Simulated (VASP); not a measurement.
# NiSb (P6_3/mmc) in VASP: notebook

Aim: see how the results for NiSb move with the level of theory and the settings. Levels: revPBE+D4, PBE. Tasks: single point, relaxation of shape and atoms at fixed volume.

Everything below comes from runs of VASP 6.6.1. Logs are shortened: lines on timing, memory, paths and dates and some standing lists are left out, and cuts for length are marked.

## Step 1: The cell of the first run

It takes space group P6_3/mmc (No. 194, hexagonal). Conventional cell: a = 3.862 Å, b = 3.862 Å, c = 5.023 Å, α = 90.00°, β = 90.00°, γ = 120.00°. Ni (site symmetry -3m) has 2 Ni at 2.51 Å and 6 Sb at 2.56 Å within 3.3 Å. Sb (site symmetry -6m2) has 6 Ni at 2.56 Å and 6 Sb at 3.36 Å within 3.4 Å.

## Step 2: Single point, revPBE+D4, collinear spin (16.22 Å³/atom)

INCAR reads:

```
  PREC = Accurate
  ENCUT = 520
  EDIFF = 1E-7
  ISMEAR = 0
  SIGMA = 0.05
  LREAL = F
  LASPH = T
  NELM = 150
  ALGO = Normal
  ISIF = 2
  LWAVE = F
  LCHARG = T
  ISPIN = 2
  MAGMOM = 0.05 0.05 0 0
  LORBIT = 11
  LMAXMIX = 4
  GGA = RE
  IVDW = 13
  LELF = T
  LVHAR = T
  NBANDS = 27
```

KPOINTS reads:

```
Automatic mesh
0
Gamma
  8 8 6
```

POSCAR reads:

```
NiSb
1.0
    3.8622128911      0.0000000000      0.0000000000
   -1.9311064456      3.3447744785      0.0000000000
    0.0000000000      0.0000000000      5.0229839347
Ni Sb
2 2
Direct
    0.0000000000      0.0000000000      0.0000000000
    0.0000000000      0.0000000000      0.5000000000
    0.3333333333      0.6666666667      0.2500000000
    0.6666666667      0.3333333333      0.7500000000
```

Potentials or basis: VASP PAW PBE potentials, release 64 (Ni, Sb).

Started as:

```sh
$ cat potpaw_PBE.64/Ni/POTCAR potpaw_PBE.64/Sb/POTCAR > POTCAR
$ mpirun -np 1 vasp_std > vasp.out
```

OUTCAR:

```text
PREC = Accurate
   ENCUT = 520
   EDIFF = 1E-7
   ISMEAR = 0
   LREAL = F
   LASPH = T
   NELM = 150
   ISIF = 2
   ISPIN = 2
   LORBIT = 11
   GGA = RE
   IVDW = 13

 ion  position               nearest neighbor table
   1  0.000  0.000  0.000-   2 2.51   2 2.51   4 2.56   3 2.56   4 2.56   3 2.56   4 2.56   3 2.56

   2  0.000  0.000  0.500-   1 2.51   1 2.51   4 2.56   3 2.56   4 2.56   3 2.56   4 2.56   3 2.56

   3  0.333  0.667  0.250-   1 2.56   2 2.56   1 2.56   2 2.56   1 2.56   2 2.56   4 3.36   4 3.36
                             4 3.36   4 3.36   4 3.36   4 3.36
   4  0.667  0.333  0.750-   1 2.56   2 2.56   1 2.56   2 2.56   1 2.56   2 2.56   3 3.36   3 3.36
                             3 3.36   3 3.36   3 3.36   3 3.36

  LATTYP: Found a hexagonal cell.
 ALAT       =     3.8622128911
 C/A-ratio  =     1.3005455878

  Lattice vectors:

 A1 = (   3.8622128911,   0.0000000000,   0.0000000000)
 A2 = (  -1.9311064456,   3.3447744785,   0.0000000000)
 A3 = (   0.0000000000,   0.0000000000,   5.0229839347)

Analysis of symmetry for initial positions (statically):
=====================================================================
 Subroutine PRICEL returns:
 Original cell was already a primitive cell.

 Routine SETGRP: Setting up the symmetry group for a
 hexagonal supercell.

 Subroutine GETGRP returns: Found 24 space group operations
 (whereof 12 operations were pure point group operations)
 out of a pool of 24 trial point group operations.

The static configuration has the point symmetry D_3d.
 The point group associated with its full space group is D_6h.

Analysis of symmetry for dynamics (positions and initial velocities):
=====================================================================
 Subroutine PRICEL returns:
 Original cell was already a primitive cell.

 Routine SETGRP: Setting up the symmetry group for a
 hexagonal supercell.

 Subroutine GETGRP returns: Found 24 space group operations
 (whereof 12 operations were pure point group operations)
 out of a pool of 24 trial point group operations.

The dynamic configuration has the point symmetry D_3d.
 The point group associated with its full space group is D_6h.

Analysis of structural, dynamic, and magnetic symmetry:
=====================================================================
 Subroutine PRICEL returns:
 Original cell was already a primitive cell.

 Routine SETGRP: Setting up the symmetry group for a
 hexagonal supercell.

[... 137 lines left out ...]
   IVDW    =    13    specifies the selected vdW correction
   LEPSILON=     F    determine dielectric tensor
   LRPA    =     F    only Hartree local field effects (RPA)
 spin polarized calculation
 Gauss-broadening in eV      SIGMA  =   0.05
  energy-cutoff  :      520.00
  volume of cell :       64.89
 maximum number of plane-waves:      1781
 NGX is ok and might be reduce to    30
   NGX = 15   NGY = 15   NGZ = 19

 number of electron      29.9999990 magnetization       0.0000763

 number of electron      29.9999990 magnetization      -0.0000097

 Free energy of the ion-electron system (eV)
  ---------------------------------------------------
  ext. energy  EPLUGINS =         0.00000000
  ---------------------------------------------------
  free energy    TOTEN  =       -18.53898503 eV

  energy without entropy =      -18.53610168  energy(sigma->0) =      -18.53754336

 E-fermi :  11.0691     XC(G=0): -11.7519

 val. band max:       11.0391510924   @ k =   0.2500   0.0000   0.3333
 cond. band min:      11.0721146116   @ k =   0.5000   0.0000   0.1667
 fundamental gap:      0.0329635192
 Fermi energy:        11.0691025889

 spin component 1

 k-point     1 :       0.0000    0.0000    0.0000
  band No.  band energies     occupation
      1      -2.4904      1.00000
      2       2.4654      1.00000
      3       4.3438      1.00000
      4       6.7423      1.00000
      5       6.7423      1.00000
      6       7.5259      1.00000
[... 709 lines left out ...]
     26      22.3540      0.00000
     27      22.8362      0.00000

 [... further k-points ...]

 spin component 2

 k-point     1 :       0.0000    0.0000    0.0000
  band No.  band energies     occupation
      1      -2.4904      1.00000
      2       2.4654      1.00000
      3       4.3438      1.00000
      4       6.7423      1.00000
      5       6.7423      1.00000
      6       7.5259      1.00000
[... 709 lines left out ...]
     26      22.3540      0.00000
     27      22.8362      0.00000

 [... further k-points ...]

------------------------ aborting loop because EDIFF is reached ----------------------------------------

  DFT-D4 for vdW energy calculation

  Edisp (eV):   -3.80406

  FORCE on cell =-STRESS in cart. coord.  units (eV):
  Direction    XX          YY          ZZ          XY          YZ          ZX
  --------------------------------------------------------------------------------------
  -------------------------------------------------------------------------------------
  Total       2.01503     2.01503     2.03301    -0.00000     0.00000    -0.00000
  in kB      49.75385    49.75385    50.19797    -0.00000     0.00000    -0.00000
  external pressure =       49.90 kB  Pullay stress =        0.00 kB

 VOLUME and BASIS-vectors are now :
 -----------------------------------------------------------------------------
  energy-cutoff  :      520.00
  volume of cell :       64.89
      direct lattice vectors                 reciprocal lattice vectors
     3.862212891  0.000000000  0.000000000     0.258918922  0.149486910  0.000000000
    -1.931106446  3.344774479  0.000000000     0.000000000  0.298973819  0.000000000
     0.000000000  0.000000000  5.022983935     0.000000000  0.000000000  0.199084849

 POSITION                                       TOTAL-FORCE (eV/Angst)
 -----------------------------------------------------------------------------------
      0.00000      0.00000      0.00000        -0.000000      0.000000     -0.000000
      0.00000      0.00000      2.51149        -0.000000      0.000000     -0.000000
     -0.00000      2.22985      1.25575        -0.000000      0.000000     -0.000000
      1.93111      1.11492      3.76724         0.000000     -0.000000      0.000000
 -----------------------------------------------------------------------------------
    total drift:                                0.000000     -0.000000     -0.000000

  FREE ENERGIE OF THE ION-ELECTRON SYSTEM (eV)
  ---------------------------------------------------
  free  energy   TOTEN  =       -22.3430477474 eV

  energy  without entropy=      -22.3401644049  energy(sigma->0) =      -22.34160608

 total charge

# of ion       s       p       d       tot
------------------------------------------
    1        0.469   0.539   8.492   9.500
    2        0.469   0.539   8.492   9.500
    3        1.119   1.257   0.088   2.463
    4        1.119   1.257   0.088   2.463
--------------------------------------------------
tot          3.176   3.592  17.160  23.928

 magnetization (x)

# of ion       s       p       d       tot
------------------------------------------
    1       -0.000  -0.000  -0.000  -0.000
    2       -0.000  -0.000  -0.000  -0.000
    3       -0.000   0.000   0.000  -0.000
    4       -0.000   0.000   0.000  -0.000
--------------------------------------------------
tot         -0.000   0.000  -0.000  -0.000
```

OSZICAR:

```text
N       E                     dE             d eps       ncg     rms          rms(c)
DAV:   1     0.180863321222E+03    0.18086E+03   -0.11670E+04  4320   0.113E+03
DAV:   2    -0.866141680636E+01   -0.18952E+03   -0.17774E+03  4420   0.259E+02
DAV:   3    -0.195866328592E+02   -0.10925E+02   -0.10600E+02  5222   0.739E+01
DAV:   4    -0.198247658711E+02   -0.23813E+00   -0.23759E+00  4927   0.101E+01
DAV:   5    -0.198325708533E+02   -0.78050E-02   -0.78044E-02  5607   0.191E+00    0.134E+01
DAV:   6    -0.218022910121E+02   -0.19697E+01   -0.16835E+01  5008   0.711E+01    0.158E+01
DAV:   7    -0.185797306092E+02    0.32226E+01   -0.72251E+00  5248   0.508E+01    0.368E+00
DAV:   8    -0.185749179508E+02    0.48127E-02   -0.47197E-01  5639   0.501E+00    0.212E+00
DAV:   9    -0.185388326213E+02    0.36085E-01   -0.97043E-02  5263   0.507E+00    0.371E-01
DAV:  10    -0.185390263884E+02   -0.19377E-03   -0.38625E-03  4761   0.503E-01    0.261E-01
DAV:  11    -0.185389762546E+02    0.50134E-04   -0.48189E-04  5035   0.146E-01    0.696E-02
DAV:  12    -0.185389888379E+02   -0.12583E-04   -0.89413E-05  6577   0.111E-01    0.413E-02
DAV:  13    -0.185389906834E+02   -0.18455E-05   -0.10279E-05  5071   0.246E-02    0.325E-02
DAV:  14    -0.185389864276E+02    0.42558E-05   -0.42029E-06  5702   0.186E-02    0.422E-03
DAV:  15    -0.185389852306E+02    0.11970E-05   -0.13739E-06  5577   0.718E-03    0.894E-03
DAV:  16    -0.185389850997E+02    0.13094E-06   -0.62842E-08  3198   0.211E-03    0.625E-03
DAV:  17    -0.185389849548E+02    0.14491E-06   -0.14506E-07  3565   0.221E-03    0.187E-03
DAV:  18    -0.185389850264E+02   -0.71636E-07   -0.12558E-08  2415   0.121E-03
   1 F= -.22343048E+02 E0= -.22341606E+02  d E =-.288334E-02  mag=    -0.0000
```

Run time: 90 s. Hardware: 1 thread of Intel Xeon 6975P-C (Granite Rapids), shared host; peak memory 0.28 GiB.

Results:

```
Free energy                                           : -22.3430 eV
Pressure                                              : 5.0 GPa
Band gap on the k mesh                                : zero (filled and empty bands overlap)
Net moment                                            : 0.00 μB per cell
Valence electrons inside the program's atomic spheres : Ni 9.50; Sb 2.46
Dispersion energy per atom                            : -0.951 eV
```

Caveat: the cell stands under pressure; the PAW data sets were made with another functional, which shifts forces and pressure a little; spin-orbit coupling is left out, which moves the levels of the heavy elements.

## Step 3: Single point, revPBE+D4, collinear spin (16.56 Å³/atom)

This run uses another cell than the first one, of 16.56 Å³/atom.

INCAR reads:

```
SYSTEM = NiSb
PREC     = Accurate       ! precision mode
ENCUT    = 520            ! plane-wave cutoff, eV
EDIFF    = 1E-6           ! SCF threshold, eV
ISMEAR   = 0              ! smearing method
SIGMA    = 0.05           ! smearing width, eV
LREAL    = .False.        ! projectors in reciprocal space
LASPH    = .True.         ! aspherical terms in the spheres
NELM     = 150            ! most SCF steps
ALGO     = Normal         ! electronic algorithm
ISIF     = 2              ! what is computed and relaxed
LWAVE    = .False.        ! write WAVECAR
LCHARG   = .True.         ! write CHGCAR
ISPIN    = 2              ! spin polarisation
MAGMOM   = 0.05 0.05 0 0  ! initial moments
LORBIT   = 11             ! projections on sites
LMAXMIX  = 4              ! l up to which the mixer works
GGA      = RE             ! functional
IVDW     = 13             ! dispersion correction
LELF     = .True.         ! ELF
LVHAR    = .True.       
NBANDS   = 27             ! bands
```

KPOINTS reads:

```
regular mesh
0
Gamma
  8 8 6
  0 0 0
```

POSCAR reads:

```
NiSb
1.0
    3.8855494591      0.0000000000      0.0000000000
   -1.9427747295      3.3649845393      0.0000000000
    0.0000000000      0.0000000000      5.0662214229
Ni Sb
2 2
Direct
    0.0000000000      0.0000000000      0.0000000000
    0.0000000000      0.0000000000      0.5000000000
    0.3333333333      0.6666666667      0.2500000000
    0.6666666667      0.3333333333      0.7500000000
```

Potentials or basis: VASP PAW PBE potentials, release 64 (Ni, Sb).

Started as:

```sh
$ cat potpaw_PBE.64/Ni/POTCAR potpaw_PBE.64/Sb/POTCAR > POTCAR
$ mpirun -np 1 vasp_std > vasp.out
```

Run time: 74 s. Hardware: 1 thread of Intel Xeon 6975P-C (Granite Rapids), shared host; peak memory 0.27 GiB.

Results (log left out):

```
Free energy                                           : -22.3732 eV
Pressure                                              : 2.2 GPa
Band gap on the k mesh                                : zero (filled and empty bands overlap)
Net moment                                            : 0.00 μB per cell
Valence electrons inside the program's atomic spheres : Ni 9.46; Sb 2.45
Dispersion energy per atom                            : -0.933 eV
```

Levels at points of the mesh, in eV from the Fermi level:
Spin up:
```
           k point  band 13  band 14  band 15  band 16  band 17  band 18
(0.00, 0.00, 0.00)    -0.13     0.53     0.53     2.49     2.49     3.09
(0.50, 0.00, 0.00)    -1.77    -1.57    -1.49    -0.38     1.09     3.36
(0.00, 0.00, 0.50)     0.30     0.30     2.08     2.08     2.08     2.08
(0.50, 0.00, 0.50)    -2.01    -2.01     0.09     0.09     1.72     1.72
```
Spin down:
| k point | band 11 | band 12 | band 13 | band 14 | band 15 | band 16 | band 17 | band 18 | band 19 | band 20 |
| --- | --- | --- | --- | --- | --- | --- | --- | --- | --- | --- |
| (0.00, 0.00, 0.00) | -1.50 | -1.50 | -0.13 | 0.53 | 0.53 | 2.49 | 2.49 | 3.09 | 4.14 | 5.57 |
| (0.50, 0.00, 0.00) | -2.30 | -2.05 | -1.77 | -1.57 | -1.49 | -0.38 | 1.09 | 3.36 | 4.07 | 5.28 |
| (0.00, 0.00, 0.50) | -2.31 | -2.31 | 0.30 | 0.30 | 2.08 | 2.08 | 2.08 | 2.08 | 5.21 | 5.21 |
| (0.50, 0.00, 0.50) | -2.12 | -2.12 | -2.01 | -2.01 | 0.09 | 0.09 | 1.72 | 1.72 | 5.23 | 5.23 |

Caveat: the PAW data sets were made with another functional, which shifts forces and pressure a little; spin-orbit coupling is left out, which moves the levels of the heavy elements.

## Step 4: Single point, revPBE+D4, collinear spin (16.90 Å³/atom)

This run uses another cell than the first one, of 16.90 Å³/atom.

INCAR reads:

```
PREC = Accurate
ENCUT = 520
EDIFF = 1E-6
ISMEAR = 0
SIGMA = 0.05
LREAL = F
LASPH = T
NELM = 150
ALGO = Normal
ISIF = 2
LWAVE = F
LCHARG = T
ISPIN = 2
MAGMOM = 0.05 0.05 0 0
LORBIT = 11
LMAXMIX = 4
GGA = RE
IVDW = 13
LELF = T
LVHAR = T
NBANDS = 27
```

KPOINTS reads:

```
Automatic mesh
0
Gamma
  8 8 6
```

POSCAR reads:

```
NiSb
1.0
    3.9080758007      0.0000000000      0.0000000000
   -1.9540379003      3.3844929233      0.0000000000
    0.0000000000      0.0000000000      5.1101896371
Ni Sb
2 2
Direct
    0.0000000000      0.0000000000      0.0000000000
    0.0000000000      0.0000000000      0.5000000000
    0.3333333333      0.6666666667      0.2500000000
    0.6666666667      0.3333333333      0.7500000000
```

Started as:

```sh
$ cat potpaw_PBE.64/Ni/POTCAR potpaw_PBE.64/Sb/POTCAR > POTCAR
$ mpirun -np 1 vasp_std > vasp.out
```

Wall time 70 s (1 thread of Intel Xeon 6975P-C (Granite Rapids), shared host); peak memory 0.27 GiB.

It converged, with:

```
Free energy                                           : -22.3815 eV
Pressure                                              : -0.2 GPa
Band gap on the k mesh                                : zero (filled and empty bands overlap)
Net moment                                            : 0.00 μB per cell
Valence electrons inside the program's atomic spheres : Ni 9.42; Sb 2.43
Dispersion energy per atom                            : -0.917 eV
```

Levels at points of the mesh, in eV from the Fermi level:
Spin up:
```
           k point  band 13  band 14  band 15  band 16  band 17  band 18
(0.00, 0.00, 0.00)    -0.12     0.55     0.55     2.47     2.47     3.11
(0.50, 0.00, 0.00)    -1.70    -1.51    -1.43    -0.39     1.08     3.37
(0.00, 0.00, 0.50)     0.24     0.24     2.06     2.06     2.06     2.06
(0.50, 0.00, 0.50)    -1.93    -1.93     0.12     0.12     1.68     1.68
```
Spin down:
| k point | band 11 | band 12 | band 13 | band 14 | band 15 | band 16 | band 17 | band 18 | band 19 | band 20 |
| --- | --- | --- | --- | --- | --- | --- | --- | --- | --- | --- |
| (0.00, 0.00, 0.00) | -1.44 | -1.44 | -0.12 | 0.55 | 0.55 | 2.47 | 2.47 | 3.11 | 4.05 | 5.44 |
| (0.50, 0.00, 0.00) | -2.21 | -1.97 | -1.70 | -1.51 | -1.43 | -0.39 | 1.08 | 3.37 | 3.98 | 5.27 |
| (0.00, 0.00, 0.50) | -2.22 | -2.22 | 0.24 | 0.24 | 2.06 | 2.06 | 2.06 | 2.06 | 5.18 | 5.18 |
| (0.50, 0.00, 0.50) | -2.03 | -2.03 | -1.93 | -1.93 | 0.12 | 0.12 | 1.68 | 1.68 | 5.15 | 5.15 |

Caveat: the PAW data sets were made with another functional, which shifts forces and pressure a little; spin-orbit coupling is left out, which moves the levels of the heavy elements.

## Step 5: Single point, PBE, collinear spin, ferromagnetic start

This run uses another cell than the first one, of 17.28 Å³/atom.

INCAR reads:

```
SYSTEM = NiSb
PREC = Accurate ; ENCUT = 520
EDIFF = 1E-7 ; ISMEAR = 0
SIGMA = 0.05 ; LREAL = .False.
LASPH = .True. ; NELM = 150
ALGO = Normal ; ISIF = 2
LWAVE = .False. ; LCHARG = .False.
ISPIN = 2 ; MAGMOM = 0.8 0.8 0 0
LORBIT = 11 ; LMAXMIX = 4
GGA = PE ; NBANDS = 27
```

KPOINTS reads:

```
regular mesh
0
Gamma
  8 8 6
  0 0 0
```

POSCAR reads:

```
NiSb
1.0
    3.9400000578      0.0000000000      0.0000000000
   -1.9700000289      3.4121401411      0.0000000000
    0.0000000000      0.0000000000      5.1400001268
Ni Sb
2 2
Direct
    0.0000000000      0.0000000000      0.0000000000
    0.0000000000      0.0000000000      0.5000000000
    0.3333333333      0.6666666667      0.2500000000
    0.6666666667      0.3333333333      0.7500000000
```

Started as:

```sh
$ cat potpaw_PBE.64/Ni/POTCAR potpaw_PBE.64/Sb/POTCAR > POTCAR
$ mpirun -np 1 vasp_std > vasp.out
```

It took 80 s on 1 thread of Intel Xeon 6975P-C (Granite Rapids), shared host; peak memory 0.28 GiB.

Results (log left out):

```
Free energy                                           : -20.2994 eV
Pressure                                              : 2.5 GPa
Band gap on the k mesh                                : zero (filled and empty bands overlap)
Net moment                                            : 0.00 μB per cell
Valence electrons inside the program's atomic spheres : Ni 9.39; Sb 2.42
```

Stress tensor (GPa, compression positive):
```
2.69 0.00 0.00
0.00 2.69 0.00
0.00 0.00 2.22
```

Levels at points of the mesh, in eV from the Fermi level:
Spin up:
```
           k point  band 11  band 12  band 13  band 14  band 15  band 16  band 17  band 18  band 19  band 20
(0.00, 0.00, 0.00)    -1.36    -1.36    -0.07     0.55     0.55     2.42     2.42     3.09     3.95     5.23
(0.50, 0.00, 0.00)    -2.10    -1.87    -1.61    -1.42    -1.35    -0.40     1.09     3.39     3.90     5.29
(0.00, 0.00, 0.50)    -2.11    -2.11     0.19     0.19     2.02     2.02     2.02     2.02     5.13     5.13
(0.50, 0.00, 0.50)    -1.93    -1.93    -1.83    -1.83     0.16     0.16     1.63     1.63     5.11     5.11
```
Spin down:
```csv
k point,band 11,band 12,band 13,band 14,band 15,band 16,band 17,band 18,band 19,band 20
"(0.00, 0.00, 0.00)",-1.36,-1.36,-0.07,0.55,0.55,2.42,2.42,3.09,3.95,5.23
"(0.50, 0.00, 0.00)",-2.10,-1.87,-1.61,-1.42,-1.35,-0.40,1.09,3.39,3.90,5.29
"(0.00, 0.00, 0.50)",-2.11,-2.11,0.19,0.19,2.02,2.02,2.02,2.02,5.13,5.13
"(0.50, 0.00, 0.50)",-1.93,-1.93,-1.83,-1.83,0.16,0.16,1.63,1.63,5.11,5.11
```

Caveat: spin-orbit coupling is left out, which moves the levels of the heavy elements.

[end of part 1 of 2]
